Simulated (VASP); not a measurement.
# Li16H3C in VASP: further runs

Li16H3C is run at these levels: PBE+D3(BJ); tasks: single point.

Program: VASP 6.6.1. These are calculated values, not measurements. Logs are shortened: lines on timing, memory, paths and dates and some standing lists are left out, and cuts for length are marked.

## (1) The cell of the first run

The cell holds a slab with vacuum, 20 atoms: a = 6.980 Å, b = 6.045 Å, c = 18.403 Å, α = 90.00°, β = 90.00°, γ = 54.74°.

## (2) Single point, PBE+D3(BJ)

The input, INCAR:

```
SYSTEM = Li16H3C
PREC     = Accurate       ! precision mode
ENCUT    = 520            ! plane-wave cutoff, eV
EDIFF    = 1E-7           ! SCF threshold, eV
ISMEAR   = 0              ! smearing method
SIGMA    = 0.05           ! smearing width, eV
LREAL    = Auto         
LASPH    = .TRUE.         ! aspherical terms in the spheres
NELM     = 80             ! most SCF steps
ALGO     = Normal         ! electronic algorithm
ISIF     = 2              ! what is computed and relaxed
LWAVE    = .FALSE.        ! write WAVECAR
LCHARG   = .FALSE.        ! write CHGCAR
GGA      = PE             ! functional
IVDW     = 12             ! dispersion correction
NBANDS   = 44             ! bands
```

The input, KPOINTS:

```
regular mesh
0
G
  3 3 1
  0 0 0
```

The input, POSCAR:

```
Li16H3C
1.0
    6.9800000000      0.0000000000      0.0000000000
    3.4900000000      4.9356050000      0.0000000000
    0.0000000000      0.0000000000     18.4034080000
Li C H
16 1 3
Direct
   -0.2500000507      0.5000001013      0.0543377618
    0.2499999493      0.5000001013      0.0543377618
   -0.2500000000      1.0000000000      0.0543377618
    0.2500000000      1.0000000000      0.0543377618
    0.0173058644     -0.0435942504      0.1821013804
    0.5574737807     -0.1135372462      0.1735403030
    0.0664489083      0.4227422981      0.1801803231
    0.5091504833      0.4356400077      0.1832523085
   -0.2142140045      0.4542999288      0.2986040955
    0.2298997924      0.5643336531      0.3238133937
   -0.2942890465      1.0146121904      0.2975316854
    0.2812826010      1.0141674628      0.3022965094
    0.0063247826      0.0217957069      0.4162400247
    0.3770282057      0.1821112103      0.4283732665
   -0.0611215194      0.5704447580      0.4155487940
    0.4859682826      0.6036459563      0.4189976661
    0.2048887373      0.6098445885      0.4436984172
    0.1100082097      0.2148417469      0.3821798658
    0.3451431698      0.5210090759      0.4865000548
    0.0477616140      0.7174214711      0.4805768040
```

Potentials or basis: VASP PAW PBE potentials, release 64 (Li_sv, C, H).

Launch:

```
$ cat potpaw_PBE.64/Li_sv/POTCAR potpaw_PBE.64/C/POTCAR potpaw_PBE.64/H/POTCAR > POTCAR
$ mpirun -np 1 vasp_std > vasp.out
```

OUTCAR:

```text
SYSTEM = Li16H3C
   PREC = Accurate
   ENCUT = 520
   EDIFF = 1E-7
   ISMEAR = 0
   LREAL = Auto
   LASPH = .TRUE.
   NELM = 80
   ISIF = 2
   GGA = PE
   IVDW = 12
 IVDW          = 12

 ion  position               nearest neighbor table
   1  0.750  0.500  0.054-
   2  0.250  0.500  0.054-
   3  0.750  0.000  0.054-
   4  0.250  0.000  0.054-
   5  0.017  0.956  0.182-
   6  0.557  0.886  0.174-
   7  0.066  0.423  0.180-
   8  0.509  0.436  0.183-
   9  0.786  0.454  0.299-
  10  0.230  0.564  0.324-  17 2.22
  11  0.706  0.015  0.298-
  12  0.281  0.014  0.302-
  13  0.006  0.022  0.416-  17 2.10
  14  0.377  0.182  0.428-  17 2.15  15 2.57
  15  0.939  0.570  0.416-  17 2.07  14 2.57
  16  0.486  0.604  0.419-  17 1.99
  17  0.205  0.610  0.444-  19 1.12  20 1.12  16 1.99  15 2.07  13 2.10  14 2.15  10 2.22
  18  0.110  0.215  0.382-
  19  0.345  0.521  0.487-  17 1.12
  20  0.048  0.717  0.481-  17 1.12

  LATTYP: Found a base centered orthorhombic cell.
 ALAT       =     6.9800000000
 B/A-ratio  =     1.4142134670
 C/A-ratio  =     2.6365914040

  Lattice vectors:

 A1 = (   3.4900000000,  -4.9356050000,   0.0000000000)
 A2 = (   3.4900000000,   4.9356050000,   0.0000000000)
 A3 = (   0.0000000000,   0.0000000000,  18.4034080000)

Analysis of symmetry for initial positions (statically):
=====================================================================
 Subroutine PRICEL returns:
 Original cell was already a primitive cell.

 Routine SETGRP: Setting up the symmetry group for a
 base centered orthorhombic supercell.

 Subroutine GETGRP returns: Found  1 space group operations
 (whereof  1 operations were pure point group operations)
 out of a pool of  8 trial point group operations.

The static configuration has the point symmetry C_1 .

Analysis of symmetry for dynamics (positions and initial velocities):
=====================================================================
 Subroutine PRICEL returns:
 Original cell was already a primitive cell.

 Routine SETGRP: Setting up the symmetry group for a
 base centered orthorhombic supercell.

 Subroutine GETGRP returns: Found  1 space group operations
 (whereof  1 operations were pure point group operations)
 out of a pool of  8 trial point group operations.

The dynamic configuration has the point symmetry C_1 .

 Subroutine INISYM returns: Found  1 space group operations
 (whereof  1 operations are pure point group operations),
 and found     1 'primitive' translations

----------------------------------------------------------------------------------------

                                     Primitive cell

  volume of cell :     634.0070

  direct lattice vectors                    reciprocal lattice vectors
     6.980000000  0.000000000  0.000000000     0.143266476 -0.101304703  0.000000000
     3.490000000  4.935605000  0.000000000     0.000000000  0.202609407  0.000000000
     0.000000000  0.000000000 18.403408000     0.000000000  0.000000000  0.054337762

  length of vectors
     6.980000000  6.044857047 18.403408000     0.175464885  0.202609407  0.054337762

  position of ions in fractional coordinates (direct lattice)
     0.749999949  0.500000101  0.054337762
     0.249999949  0.500000101  0.054337762
     0.750000000  0.000000000  0.054337762
     0.250000000  0.000000000  0.054337762
     0.017305864  0.956405750  0.182101380
     0.557473781  0.886462754  0.173540303
[... 12 lines left out ...]
     0.345143170  0.521009076  0.486500055
     0.047761614  0.717421471  0.480576804

  ion indices of the primitive-cell ions
   primitive index   ion index
                 1           1
                 2           2
                 3           3
                 4           4
                 5           5
                 6           6
[... 12 lines left out ...]
                19          19
                20          20

----------------------------------------------------------------------------------------

 KPOINTS: regular mesh

Automatic generation of k-mesh.
 Grid dimensions read from file:
 generate k-points for:    3    3    1

 Generating k-lattice:

  Cartesian coordinates                     Fractional coordinates (reciprocal lattice)
     0.047755492 -0.033768234  0.000000000     0.333333333  0.000000000  0.000000000
     0.000000000  0.067536469  0.000000000     0.000000000  0.333333333  0.000000000
     0.000000000  0.000000000  0.054337762     0.000000000  0.000000000  1.000000000

  Length of vectors
     0.058488295  0.067536469  0.054337762

  Shift w.r.t. Gamma in fractional coordinates (k-lattice)
     0.000000000  0.000000000  0.000000000

 Subroutine IBZKPT returns following result:
 ===========================================

 Found      5 irreducible k-points:

 Following reciprocal coordinates:
            Coordinates               Weight
  0.000000  0.000000  0.000000      1.000000
  0.333333  0.000000  0.000000      2.000000
  0.333333  0.333333  0.000000      2.000000
  0.000000  0.333333  0.000000      2.000000
 -0.333333  0.333333  0.000000      2.000000
   k-points           NKPTS =      5   k-points in BZ     NKDIM =      5   number of bands    NBANDS=     44
   number of dos      NEDOS =    301   number of ions     NIONS =     20
   total plane-waves  NPLWV = 362880
   dimension x,y,z NGX =    54 NGY =   48 NGZ =  140
   dimension x,y,z NGXF=   108 NGYF=   96 NGZF=  280
   ions per type =              16   1   3
   NGX,Y,Z   is equivalent  to a cutoff of  12.86, 13.20, 12.65 a.u.
   NGXF,Y,Z  is equivalent  to a cutoff of  25.72, 26.40, 25.29 a.u.
 SYSTEM =  Li16H3C
   PREC   = accura    normal or accurate (medium, high low for compatibility)
   ISTART =      0    job   : 0-new  1-cont  2-samecut
   ICHARG =      2    charge: 1-file 2-atom 10-const
   ISPIN  =      1    spin polarized calculation?
   LNONCOLLINEAR =      F non collinear calculations
   LSORBIT =      F    spin-orbit coupling
   LASPH  =      T    aspherical Exc in radial PAW
   ENCUT  =  520.0 eV  38.22 Ry    6.18 a.u.  12.98 11.24 34.22*2*pi/ulx,y,z
   NELM   =     80;   NELMIN=  2; NELMDL= -5     # of ELM steps
   EDIFF  = 0.1E-06   stopping-criterion for ELM
   LREAL  =      T    real-space projection
   EDIFFG = 0.1E-05   stopping-criterion for IOM
   NSW    =      0    number of steps for IOM
   IBRION =     -1    ionic relax: 0-MD 1-quasi-New 2-CG
   NFREE  =      0    steps in history (QN), initial steepest desc. (CG)
   ISIF   =      2    stress and relaxation
   ISYM   =      2    0-nonsym 1-usesym 2-fastsym
   POTIM  = 0.5000    time-step for ionic-motion
   TEBEG  =    0.0;   TEEND  =   0.0 temperature during run
   PSTRESS=    0.0 pullay stress
   NELECT =      55.0000    total number of electrons
   NUPDOWN=      -1.0000    fix difference up-down
   EMIN   =  10.00;   EMAX   =-10.00  energy-range for DOS
   EFERMI =   0.00;   METHOD = LEGACY
   ISMEAR =     0;   SIGMA  =   0.05  broadening in eV -4-tet -1-fermi 0-gaus
   EFERMI_NEDOS =   21; number of points for ismear=-14 and -15
   IALGO  =     38    algorithm
   IMIX   =      4    mixing-type and parameters
     AMIX     =   0.40;   BMIX     =  1.00
     AMIX_MAG =   1.60;   BMIX_MAG =  1.00
  volume/ion in A,a.u.               =      31.70       213.92
  Fermi-wavevector in a.u.,A,eV,Ry     =   0.724710  1.369504  7.145846  0.525205
  Thomas-Fermi vector in A             =   1.815248
   LORBIT       =      0    0 simple, 1 ext, 2 COOP (PROOUT), +10 PAW based schemes
   GGA     = PE    functional components
   LHFCALC =     F    Hartree Fock is set to
   AEXX    =    0.0000 exact exchange contribution
   IVDW    =    12    specifies the selected vdW correction
   LEPSILON=     F    determine dielectric tensor
   LRPA    =     F    only Hartree local field effects (RPA)
 non-spin polarized calculation
 Gauss-broadening in eV      SIGMA  =   0.05
  energy-cutoff  :      520.00
  volume of cell :      634.01
 maximum number of plane-waves:     17087
 NGX is ok and might be reduce to    54
   NGX = 25   NGY = 23   NGZ = 69

 number of electron      55.0000018 magnetization

 Free energy of the ion-electron system (eV)
  ---------------------------------------------------
  ext. energy  EPLUGINS =         0.00000000
  ---------------------------------------------------
  free energy    TOTEN  =       -48.68414734 eV

  energy without entropy =      -48.67444816  energy(sigma->0) =      -48.67929775

 E-fermi :  -0.8886     XC(G=0):  -4.5224

 val. band max:       -0.9318498974   @ k =   0.0000   0.0000   0.0000
 cond. band min:      -0.8509224360   @ k =   0.3333   0.0000   0.0000
 fundamental gap:      0.0809274614
 Fermi energy:        -0.8885768680

 k-point     1 :       0.0000    0.0000    0.0000
  band No.  band energies     occupation
      1     -47.9778      2.00000
      2     -47.9490      2.00000
      3     -47.8891      2.00000
      4     -47.8344      2.00000
      5     -47.4499      2.00000
      6     -47.4421      2.00000
[... 31 lines left out ...]
     38       2.0672      0.00000
     39       2.1894      0.00000

 k-point     2 :       0.3333    0.0000    0.0000
  band No.  band energies     occupation
      1     -47.9777      2.00000
      2     -47.9489      2.00000
      3     -47.8892      2.00000
      4     -47.8345      2.00000
      5     -47.4495      2.00000
      6     -47.4416      2.00000
[... 31 lines left out ...]
     38       1.9680      0.00000
     39       2.3627      0.00000

 k-point     3 :       0.3333    0.3333    0.0000
  band No.  band energies     occupation
      1     -47.9775      2.00000
      2     -47.9493      2.00000
      3     -47.8890      2.00000
      4     -47.8346      2.00000
      5     -47.4496      2.00000
      6     -47.4421      2.00000
[... 31 lines left out ...]
     38       1.9567      0.00000
     39       2.3842      0.00000

 k-point     4 :       0.0000    0.3333    0.0000
  band No.  band energies     occupation
      1     -47.9774      2.00000
      2     -47.9492      2.00000
      3     -47.8891      2.00000
      4     -47.8346      2.00000
      5     -47.4494      2.00000
      6     -47.4415      2.00000
[... 31 lines left out ...]
     38       2.2645      0.00000
     39       2.3622      0.00000

 k-point     5 :      -0.3333    0.3333    0.0000
  band No.  band energies     occupation
      1     -47.9774      2.00000
      2     -47.9492      2.00000
      3     -47.8891      2.00000
      4     -47.8346      2.00000
      5     -47.4493      2.00000
      6     -47.4415      2.00000
[... 31 lines left out ...]
     38       1.8057      0.00000
     39       1.9809      0.00000
 [bands above 39 left out]

------------------------ aborting loop because EDIFF is reached ----------------------------------------

 Edisp (eV)   -2.43473

 E8    (eV) :    -1.0157

  FORCE on cell =-STRESS in cart. coord.  units (eV):
  Direction    XX          YY          ZZ          XY          YZ          ZX
  --------------------------------------------------------------------------------------
  -------------------------------------------------------------------------------------
  Total      -1.47465    -2.92515    -0.68307     0.10480     0.26966    -0.09094
  in kB      -3.72654    -7.39205    -1.72617     0.26485     0.68145    -0.22982
  external pressure =       -4.28 kB  Pullay stress =        0.00 kB

 VOLUME and BASIS-vectors are now :
 -----------------------------------------------------------------------------
  energy-cutoff  :      520.00
  volume of cell :      634.01
      direct lattice vectors                 reciprocal lattice vectors
     6.980000000  0.000000000  0.000000000     0.143266476 -0.101304703  0.000000000
     3.490000000  4.935605000  0.000000000     0.000000000  0.202609407  0.000000000
     0.000000000  0.000000000 18.403408000     0.000000000  0.000000000  0.054337762

 POSITION                                       TOTAL-FORCE (eV/Angst)
 -----------------------------------------------------------------------------------
      6.98000      2.46780      1.00000         0.002100     -0.029160      0.071297
      3.49000      2.46780      1.00000         0.032015      0.007078     -0.062041
      5.23500      0.00000      1.00000        -0.021847      0.017295      0.051608
      1.74500      0.00000      1.00000        -0.006294      0.004064      0.005301
      3.45865      4.72044      3.35129        -0.007063     -0.009155     -0.002359
      6.98492      4.37523      3.19373         0.007475     -0.010030     -0.003450
[... 12 lines left out ...]
      4.22742      2.57150      8.95326         0.019393     -0.000880      0.024862
      2.83718      3.54091      8.84425        -0.013000      0.025376      0.018982
 -----------------------------------------------------------------------------------
    total drift:                               -0.010268      0.002091     -0.001881

  FREE ENERGIE OF THE ION-ELECTRON SYSTEM (eV)
  ---------------------------------------------------
  free  energy   TOTEN  =       -51.1188740263 eV

  energy  without entropy=      -51.1091748512  energy(sigma->0) =      -51.11402444
```

It took 3.9 min on 1 thread of Intel Xeon 6975P-C (Granite Rapids), shared host; peak memory 0.71 GiB.

Results:

| Item | Value |
| --- | --- |
| Free energy | -51.1189 eV |
| Largest force | 0.077 eV/Å |
| Dispersion energy per atom | -0.122 eV |

Forces in eV/Å, atoms in the order of the input:
```
Li   0.002 -0.029  0.071
Li   0.032  0.007 -0.062
Li  -0.022  0.017  0.052
Li  -0.006  0.004  0.005
Li  -0.007 -0.009 -0.002
Li   0.007 -0.010 -0.003
Li   0.001 -0.012 -0.006
Li   0.005  0.000  0.009
Li   0.023 -0.033  0.018
Li  -0.006 -0.007 -0.005
Li  -0.009 -0.003 -0.004
Li   0.014 -0.015 -0.019
Li  -0.005  0.010 -0.020
Li  -0.016  0.001 -0.007
Li  -0.014  0.020  0.003
Li   0.017 -0.001 -0.004
C   -0.007  0.004 -0.006
H   -0.017  0.032 -0.063
H    0.019 -0.001  0.025
H   -0.013  0.025  0.019
```

Caveat: the k points lie up to 0.42 Å⁻¹ apart; the cutoff is under 1.25 times the usual one of these potentials, so pressure, stress and relaxed cells hold a basis-set (Pulay) error.

(Part 1 of 2 ends here.)
